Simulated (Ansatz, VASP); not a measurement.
## Two plane-wave programs on Pd

File INCAR:

```
SYSTEM = Pd
PREC = Accurate
ENCUT = 520
EDIFF = 1E-7
ISMEAR = 0
SIGMA = 0.15
LREAL = .FALSE.
LASPH = .TRUE.
NELM = 60
ALGO = Fast
ISIF = 2
LWAVE = .FALSE.
LCHARG = .FALSE.
GGA = PE
NBANDS = 11
```

The input KPOINTS:

```
Automatic mesh
0
G
  8 8 8
  0 0 0
```

The input POSCAR:

```
Pd
1.0
    0.0000000000      1.9935225000      1.8962775000
    1.9935225000      0.0000000000      1.8962775000
    1.9935225000      1.9935225000      0.0000000000
Pd
1
Direct
    0.0000000000      0.0000000000      0.0000000000
```

Input for Ansatz:

```yaml
crystal:
  lattice:
    - [0.0, 1.9935225, 1.8962775]
    - [1.9935225, 0.0, 1.8962775]
    - [1.9935225, 1.9935225, 0.0]
  atoms:
    - { symbol: Pd, position: [0.0, 0.0, 0.0] }
basis:
  ecutwfc: 420
kpoints:
  mp_grid: { grid: [8, 8, 8] }
hamiltonian:
  xc: pbe
scf:
  occupations: { method: gaussian, width: 0.15 }
output:
  forces: true
  stress: true
  eigenvalues: true
```

Change from the starting cell: strain +0.025 along x and y, -0.025 along z, atoms carried along.

Alike in both runs: task single point; functional PBE; k mesh 8 × 8 × 8; occupations gaussian, width 0.15 eV; no spin polarisation.

|  | VASP | Ansatz |
| --- | --- | --- |
| version | VASP 6.6.1 | Ansatz 0.2.0 |
| potentials or method | VASP PAW PBE potentials, release 64 (Pd), cutoff 520 eV | scalar-relativistic, plane waves, PAW |
| valence electrons in the cell | 10 | 18 |

Ansatz gave:

| Item | Value |
| --- | --- |
| gap on the k mesh at the Fermi level (eV) | none |
| pressure (GPa) | 3.8 |
| traceless stress, the component that is largest in VASP (GPa) | 1.29 |

Q: Estimate VASP's values.

A: gap on the k mesh at the Fermi level (eV): none; pressure (GPa): 3.5; traceless stress, the component that is largest in VASP (GPa): 1.29.

A gap of «none» marks a metal or a gap that the smearing closes. VASP's potentials hold 10 valence electrons a cell and Ansatz's 18, so a difference there can come from the potentials and not from the codes.
